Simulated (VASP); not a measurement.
**BN: single point with PBE**

The system is BN.

```
CELL_PARAMETERS angstrom
0.00000 1.81312 1.81312
1.81312 0.00000 1.81312
1.81312 1.81312 0.00000
ATOMIC_POSITIONS crystal
B 0.00000 0.00000 0.00000
N 0.25000 0.25000 0.25000
```

```json
{
 "Program": "VASP 6.6.1",
 "Task": "single point",
 "Functional": "PBE",
 "Potentials or basis": "VASP PAW PBE potentials, release 64 (B, N)",
 "Cutoff": "600 eV",
 "k mesh": "8 × 8 × 8",
 "Occupations": "gaussian, width 0.05 eV",
 "Spin": "no spin polarisation",
 "Dipole correction": "no",
 "Further INCAR settings": "ALGO = Normal; EDIFF = 1e-06; NBANDS = 11"
}
```

```yaml
Pressure: -0.5 GPa
Band_gap_on_the_k_mesh: 4.45 eV, indirect (least direct gap 8.78 eV)
```

Levels at points of the mesh, in eV from the valence-band top:
```
           k point  band 1  band 2  band 3  band 4  band 5  band 6  band 7  band 8
(0.00, 0.00, 0.00)  -20.13    0.00    0.00    0.00    8.78    8.78    8.78   10.20
(0.50, 0.00, 0.00)  -15.95  -10.61   -1.92   -1.92   10.02   10.65   10.65   15.16
(0.50, 0.50, 0.00)  -14.60   -8.86   -4.86   -4.86    4.45    9.18   17.78   17.78
```

Wall time 7.1 s on 1 thread of Intel Xeon 8259CL, with other jobs on the host, peak memory 0.12 GiB.

A k mesh can miss the band edges.
